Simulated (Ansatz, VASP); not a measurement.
## Mg3Sb2: VASP beside Ansatz

```
Mg Sb
1.0
     4.54082    0.00000    0.00000
    -2.27041    3.93247    0.00000
     0.00000    0.00000    7.19627
Mg Sb
3 2
Direct
  0.33333 0.66667 0.63345
  0.66667 0.33333 0.36655
  0.00000 0.00000 0.00000
  0.33333 0.66667 0.22769
  0.66667 0.33333 0.77231
```

Alike in both runs: functional r2SCAN; k mesh 6 × 6 × 4; occupations fermi-dirac, width 0.02 eV; no spin polarisation.

Ansatz relaxed the structure, and its values are those at the end. VASP's run is a single point on that final structure, the one shown.

```csv
,VASP,Ansatz
version,VASP 6.6.1,Ansatz 0.2.0
potentials or method,"VASP PAW PBE potentials, release 64 (Mg, Sb), cutoff 660 eV",PAW plane waves
valence electrons in the cell,16,60
```

```tsv
	VASP	Ansatz	Ansatz less VASP
pressure (GPa)	0.9	0.9	+0.05
rms of the force components (eV/Å)	0.005	0.000	-0.0042
```

VASP's potentials were made for PBE, not for r2SCAN. VASP's potentials hold 16 valence electrons a cell and Ansatz's 60, so a difference there can come from the potentials and not from the codes. Ansatz's warnings: stress scf threshold loose.

Spin-orbit coupling is off throughout.
